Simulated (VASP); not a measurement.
Wanted: the native input for a VASP 6.6.1 run.

- Task: single point
- Functional: PBE
- Potentials or basis: VASP PAW PBE potentials, release 64 (Zn, S)
- Cutoff: 520 eV
- k mesh: 9 × 9 × 4
- Occupations: gaussian, width 0.05 eV
- Spin: no spin polarisation
- Dipole correction: no
- Further INCAR settings: ALGO = Normal; EDIFF = 1e-07; NBANDS = 26

The structure of ZnS lies in POSCAR:

```
ZnS
1.0
    3.6884088784      0.0000000000      0.0000000000
   -1.8442044392      3.1942557882      0.0000000000
    0.0000000000      0.0000000000      6.8523260142
Zn S
2 2
Direct
    0.3333333333      0.6666666667      0.0052003725
    0.6666666667      0.3333333333      0.5052003725
    0.3333333333      0.6666666667      0.3401405350
    0.6666666667      0.3333333333      0.8401405350
```

This cell differs from its parent crystal: atoms shifted along a free coordinate, c/a of the conventional cell at fixed volume 1.8578.

The input as run:

INCAR

```
SYSTEM = ZnS
ALGO = Normal ; EDIFF = 1E-7
ENCUT = 520 ; GGA = PE
ISIF = 2 ; ISMEAR = 0
LASPH = .TRUE. ; LCHARG = .FALSE.
LREAL = .FALSE. ; LWAVE = .FALSE.
NBANDS = 26 ; NELM = 80
PREC = Accurate ; SIGMA = 0.05
```

KPOINTS

```
k-points
0
G
  9 9 4
  0 0 0
```

Potentials or basis: VASP PAW PBE potentials, release 64 (Zn, S).

Launch:

```console
$ cat potpaw_PBE.64/Zn/POTCAR potpaw_PBE.64/S/POTCAR > POTCAR
$ mpirun -np 1 vasp_std > vasp.out
```

It gave:

| Quantity | Value |
| --- | --- |
| Pressure | -0.9 GPa |
| Largest force | 0.876 eV/Å |
| Band gap on the k mesh | 1.22 eV |

Run time: 98 s on 1 thread of Intel Xeon 8259CL (shared host), peak memory 0.23 GiB.
